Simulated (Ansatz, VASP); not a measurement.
# TiCo in VASP and in Ansatz

INCAR

```
SYSTEM = TiCo
ALGO = Normal
EDIFF = 1E-7
ENCUT = 520
GGA = PE
ISIF = 2
ISMEAR = 0
ISPIN = 2
LASPH = .True.
LCHARG = .False.
LMAXMIX = 4
LORBIT = 11
LREAL = .False.
LWAVE = .False.
MAGMOM = 0 1.09
NBANDS = 22
NELM = 150
PREC = Accurate
SIGMA = 0.1
```

File KPOINTS:

```
k-points
0
Gamma
  14 14 14
  0 0 0
```

File POSCAR:

```
TiCo
1.0
    3.0441430839      0.0000000000      0.0000000000
    0.0000000000      3.0441430839      0.0000000000
    0.0000000000      0.0000000000      3.0441430839
Ti Co
1 1
Direct
    0.0000000000      0.0000000000      0.0000000000
    0.5000000000      0.5000000000      0.5000000000
```

Input for Ansatz:

```yaml
crystal:
  lattice:
    - [3.0441430839, 0.0, 0.0]
    - [0.0, 3.0441430839, 0.0]
    - [0.0, 0.0, 3.0441430839]
  atoms:
    - { symbol: Ti, position: [0.0, 0.0, 0.0] }
    - { symbol: Co, position: [0.5, 0.5, 0.5], spin: 1.09 }
basis:
  ecutwfc: 420
kpoints:
  mp_grid: { grid: [14, 14, 14] }
hamiltonian:
  xc: pbe
scf:
  occupations: { method: gaussian, width: 0.1 }
output:
  forces: true
  stress: true
  eigenvalues: true
  populations: true
magnetization:
  spin_polarized: true
```

Alike in both runs: task single point; functional PBE; k mesh 14 × 14 × 14; occupations gaussian, width 0.1 eV; collinear spin.

|  | VASP | Ansatz |
| --- | --- | --- |
| version | VASP 6.6.1 | Ansatz 0.2.0 |
| potentials or method | VASP PAW PBE potentials, release 64 (Ti_sv, Co), cutoff 520 eV | scalar-relativistic, plane waves, PAW |
| valence electrons in the cell | 21 | 29 |

Ansatz gave:

* gap on the k mesh at the Fermi level (eV): none
* pressure (GPa): -8.5
* net moment per atom (μB): 0.46
* size of the moment on the site where the two differ most (μB): 1.09

Q: What did VASP give for the same quantities?

A: gap on the k mesh at the Fermi level (eV): none; pressure (GPa): -8.8; net moment per atom (μB): 0.45; size of the moment on the site where the two differ most (μB): 1.06.

Site moments also hang on the region over which each program counts them. A gap of «none» marks a metal or a gap that the smearing closes. The functional is the same, so the differences come from potentials, cutoffs and numerics. VASP's potentials hold 21 valence electrons a cell and Ansatz's 29, so a difference there can come from the potentials and not from the codes.
